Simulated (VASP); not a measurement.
# Si62Sn (a cell with a defect) in VASP: further runs, part 2 of 2

VASP 6.6.1. Earlier steps stand in the parts before.

## (3) Single point, LDA

Input file INCAR:

```
ALGO     = Normal         # electronic algorithm
EDIFF    = 1E-6           # SCF threshold, eV
ENCUT    = 520            # plane-wave cutoff, eV
ISIF     = 2              # what is computed and relaxed
ISMEAR   = 0              # smearing method
LASPH    = True           # aspherical terms in the spheres
LCHARG   = True           # write CHGCAR
LELF     = True           # ELF
LREAL    = Auto         
LVHAR    = True         
LWAVE    = False          # write WAVECAR
NBANDS   = 168            # bands
NELECT   = 260.0        
NELM     = 80             # most SCF steps
PREC     = Accurate       # precision mode
SIGMA    = 0.05           # smearing width, eV
```

Input file KPOINTS:

```
k-points
0
Gamma
  1 1 1
```

Input file POSCAR:

```
Si62Sn
1.0
   10.8600000000      0.0000000000      0.0000000000
    0.0000000000     10.8600000000      0.0000000000
    0.0000000000      0.0000000000     10.8600000000
Si Sn
62 1
Direct
    0.5039066209     -0.0039066209      0.0069196999
    0.6248058201      0.1278270786      0.1265112779
    0.7490059520      0.2515214179     -0.0009940480
    0.8726953803      0.3784594883      0.1226953803
    0.7482352915      0.0033123782      0.2507566754
    0.8763101085      0.1274493928      0.3745696192
    0.0007566754      0.0033123782     -0.0017647085
    0.1245696192      0.1274493928      0.1263101085
    0.2499419626      0.2500580374     -0.0009357872
    0.3725506072      0.3754303808      0.1263101085
    0.4966876218      0.4992433246     -0.0017647085
    0.6164466255      0.6311071431      0.1188928569
    0.8688928569      0.8835533745      0.1188928569
    0.2485255868      0.0033974287      0.2505868391
    0.3752190653      0.1247809347      0.3769193524
    0.4966025713      0.2514744132      0.2505868391
    0.6236981589      0.3770466778      0.3729533222
    0.7475388766      0.5069073652      0.2430926348
    0.8726953803      0.6273046197      0.3715405117
    0.5004664308     -0.0004664308      0.5016073013
    0.6254301587      0.1200627259      0.6299372741
    0.7490642128      0.2500580374      0.4999419626
    0.8763101085      0.3754303808      0.6225506072
    0.7569196999     -0.0039066209      0.7539066209
    0.8765112779      0.1278270786      0.8748058201
   -0.0069073652      0.5069073652     -0.0024611234
    0.1215405117      0.6273046197      0.1226953803
    0.2484785821      0.7509940480     -0.0009940480
    0.3721729214      0.8751941799      0.1265112779
   -0.0020256914      0.2537305853      0.2479743086
    0.1240540156      0.3759459844      0.3740540156
    0.2462694147      0.5020256914      0.2479743086
    0.3725506072      0.6236898915      0.3745696192
    0.4966876218      0.7517647085      0.2507566754
    0.6240177024      0.8759822976      0.3745598316
    0.0005868391      0.0033974287      0.4985255868
    0.1269193524      0.1247809347      0.6252190653
    0.2492094388      0.2507905612      0.4992094388
    0.3752190653      0.3730806476      0.6252190653
    0.4966025713      0.4994131609      0.4985255868
    0.6248058201      0.6234887221      0.6221729214
    0.7490059520      0.7509940480      0.4984785821
    0.8765112779      0.8751941799      0.6221729214
    0.2516073013     -0.0004664308      0.7504664308
    0.3799372741      0.1200627259      0.8754301587
    0.5004664308      0.2483926987      0.7504664308
    0.6240177024      0.3754401684      0.8740177024
    0.7482352915      0.4992433246      0.7466876218
    0.8688928569      0.6311071431      0.8664466255
   -0.0069073652      0.7524611234      0.2430926348
    0.1229533222      0.8763018411      0.3729533222
   -0.0020256914      0.5020256914      0.4962694147
    0.1245696192      0.6236898915      0.6225506072
    0.2499419626      0.7509357872      0.4999419626
    0.3799372741      0.8745698413      0.6299372741
    0.0005868391      0.2514744132      0.7466025713
    0.1229533222      0.3770466778      0.8736981589
    0.2485255868      0.4994131609      0.7466025713
    0.3721729214      0.6234887221      0.8748058201
    0.5039066209      0.7430803001      0.7539066209
    0.0007566754      0.7517647085      0.7466876218
    0.1245598316      0.8759822976      0.8740177024
    0.6854269170      0.8145730830     -0.0645730830
```

Potentials or basis: VASP PAW LDA potentials, release 64 (Si, Sn_d).

Started as:

```sh
cat potpaw_LDA.64/Si/POTCAR potpaw_LDA.64/Sn_d/POTCAR > POTCAR
mpirun -np 1 vasp_gam > vasp.out
```

Run time: 11 min. Hardware: 1 thread of Intel Xeon 8259CL, shared host; peak memory 0.7 GiB.

Results (log left out):

- Free energy: -376.9332 eV
- Largest force: 0.017 eV/Å

Forces in eV/Å, atoms in the order of the input:
```
Si   0.000  0.000  0.002
Si   0.003  0.000 -0.006
Si   0.007 -0.003  0.007
Si  -0.007 -0.011 -0.007
Si  -0.008 -0.001  0.002
Si   0.007  0.000 -0.005
Si   0.002 -0.001 -0.008
Si  -0.005  0.000  0.007
Si   0.004 -0.004  0.003
Si   0.000  0.005  0.007
Si   0.001 -0.002 -0.008
Si   0.000 -0.006  0.006
Si   0.006  0.000  0.006
Si  -0.001 -0.003 -0.012
Si   0.002 -0.002  0.009
Si   0.003  0.001 -0.012
Si   0.000 -0.002  0.002
Si   0.015  0.006 -0.006
Si  -0.007  0.007  0.011
Si   0.002 -0.002 -0.017
Si   0.003  0.000  0.000
Si   0.003 -0.004  0.004
Si   0.007  0.005  0.000
Si   0.002  0.000  0.000
Si  -0.006  0.000  0.003
Si  -0.006  0.006  0.015
Si   0.011  0.007 -0.007
Si   0.003 -0.007  0.007
Si   0.000 -0.003 -0.006
Si  -0.007  0.007 -0.007
Si   0.004 -0.004  0.004
Si  -0.007  0.007 -0.007
Si   0.000 -0.007 -0.005
Si   0.001  0.008  0.002
Si   0.001 -0.001 -0.006
Si  -0.012 -0.003 -0.001
Si   0.009 -0.002  0.002
Si  -0.008  0.008 -0.008
Si   0.002 -0.009  0.002
Si   0.003  0.012 -0.001
Si   0.003  0.006  0.000
Si   0.007 -0.007  0.003
Si  -0.006 -0.003  0.000
Si  -0.017 -0.002  0.002
Si   0.000  0.000  0.003
Si   0.002  0.017  0.002
Si   0.001  0.006  0.001
Si  -0.008 -0.002  0.001
Si   0.006 -0.006  0.000
Si  -0.006 -0.015 -0.006
Si   0.002  0.000  0.002
Si  -0.007  0.007 -0.007
Si  -0.005 -0.007  0.000
Si   0.004 -0.003  0.004
Si   0.000 -0.003  0.000
Si  -0.012  0.001  0.003
Si   0.002 -0.002  0.000
Si  -0.001  0.012  0.003
Si   0.000  0.006  0.003
Si   0.000 -0.002  0.000
Si   0.002  0.008  0.001
Si  -0.006 -0.001  0.001
Sn   0.010 -0.010  0.010
```

Levels at points of the mesh, in eV from the Fermi level:
```
           k point  band 127  band 128  band 129  band 130  band 131  band 132  band 133  band 134
(0.00, 0.00, 0.00)     -0.88     -0.53     -0.53     -0.30      0.45      0.45      0.54      0.54
```

Caveat: the k points lie up to 0.58 Å⁻¹ apart; the cell carries a net charge on a neutralising background, which shifts energy and pressure; the cell is charged against a uniform background, so pressure and absolute levels hang on convention; spin-orbit coupling is left out, which moves the levels of the heavy elements.
